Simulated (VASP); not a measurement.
CdTe: single point with PBE

The system is CdTe.

```
Cd Te
1.0
     0.00000    3.27996    3.27996
     3.27996    0.00000    3.27996
     3.27996    3.27996    0.00000
Cd Te
1 1
Direct
  0.00000 0.00000 0.00000
  0.25000 0.25000 0.25000
```

```yaml
Program: VASP 6.6.1
Task: single point
Functional: PBE
Potentials_or_basis: VASP PAW PBE potentials, release 64 (Cd, Te)
Cutoff: 500 eV
k_mesh: 2 × 2 × 2
Occupations: gaussian, width 0.01 eV
Spin: no spin polarisation
```

| Property | Result |
| --- | --- |
| Pressure | 4.5 GPa |
| Band gap on the k mesh | 0.53 eV, direct |

Levels at points of the mesh, in eV from the valence-band top:
```tsv
k point	band 6	band 7	band 8	band 9	band 10	band 11	band 12	band 13
(0.00, 0.00, 0.00)	-8.30	0.00	0.00	0.00	0.53	4.42	4.42	4.42
(0.50, 0.00, 0.00)	-7.92	-4.34	-0.75	-0.75	1.63	5.02	5.02	6.98
(0.50, 0.50, 0.00)	-7.76	-4.28	-1.80	-1.80	2.53	2.54	8.68	8.81
```

Run time: 23 s on 1 thread of AMD EPYC 7R13 (shared host), peak memory 0.17 GiB.

Caveat: the k points lie up to 0.83 Å⁻¹ apart; spin-orbit coupling is left out, which moves the levels of the heavy elements.
